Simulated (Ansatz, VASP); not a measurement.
## Ce: VASP beside Ansatz

POSCAR

```
Ce
1.0
    1.5958422603     -3.1269076371      0.0000000000
    1.5958422603      3.1269076371      0.0000000000
    0.0000000000      0.0000000000      5.2896871118
Ce
2
Direct
    0.9031467200      0.0968532800      0.7500000000
    0.0968532800      0.9031467200      0.2500000000
```

The input INCAR.step1:

```
SYSTEM = Ce
PREC = Accurate ; ENCUT = 520
ISMEAR = -1 ; SIGMA = 0.05
LREAL = .False. ; LASPH = .True.
NELM = 100 ; NBANDS = 19
GGA = PE ; ALGO = Normal
EDIFF = 1E-4 ; LWAVE = .True.
LCHARG = .False.
```

The input INCAR.step2:

```
SYSTEM = Ce
PREC = Accurate ; ENCUT = 520
EDIFF = 1E-8 ; ISMEAR = -1
SIGMA = 0.05 ; LREAL = .False.
LASPH = .True. ; NELM = 100
ALGO = Normal ; ISIF = 2
LWAVE = .False. ; LCHARG = .False.
METAGGA = R2SCAN ; LMIXTAU = .True.
LEFG = .True. ; NBANDS = 19
ISTART = 1
```

The input KPOINTS:

```
regular mesh
0
Gamma
  12 12 7
  0 0 0
```

Input for Ansatz:

```yaml
crystal:
  lattice:
    - [1.5958422603, -3.1269076371, 0.0]
    - [1.5958422603, 3.1269076371, 0.0]
    - [0.0, 0.0, 5.2896871118]
  atoms:
    - { symbol: Ce, position: [0.90314672, 0.09685328, 0.75] }
    - { symbol: Ce, position: [0.09685328, 0.90314672, 0.25] }
kpoints:
  mp_grid: { grid: [12, 12, 7] }
scf:
  occupations: { method: fermi_dirac, width: 0.05 }
hamiltonian:
  xc: r2scan
  pseudopotentials: { kind: all_electron, datasets: crystal }
output:
  forces: true
  stress: true
  eigenvalues: true
  efg: { contact_densities: true }
```

Change from the starting cell: volume scaled by 1.04, crystal datasets.

Alike in both runs: task electric field gradients; functional r2SCAN; k mesh 12 × 12 × 7; occupations fermi-dirac, width 0.05 eV; no spin polarisation.

|  | VASP | Ansatz |
| --- | --- | --- |
| version | VASP 6.6.1 | Ansatz 0.2.0 |
| potentials or method | VASP PAW PBE potentials, release 64 (Ce), cutoff 520 eV | all-electron PAW with datasets made for the crystal, scalar-relativistic |

|  | VASP | Ansatz | Ansatz less VASP |
| --- | --- | --- | --- |
| pressure (GPa) | -2.0 | -1.8 | +0.22 |
| traceless stress, the component that is largest in VASP (GPa) | -0.46 | -0.56 | -0.103 |
| rms of the force components (eV/Å) | 0.004 | 0.001 | -0.0026 |
| size of Vzz on the site where it differs most (V/Å²) | 74.2 | 68.1 | -6.13 |

VASP's potentials were made for PBE, not for r2SCAN. Atom by atom the forces differ by 0.003 eV/Å (rms over components). Ansatz ran all-electron here, and VASP with PAW potentials.

Neither program's run includes spin-orbit coupling.
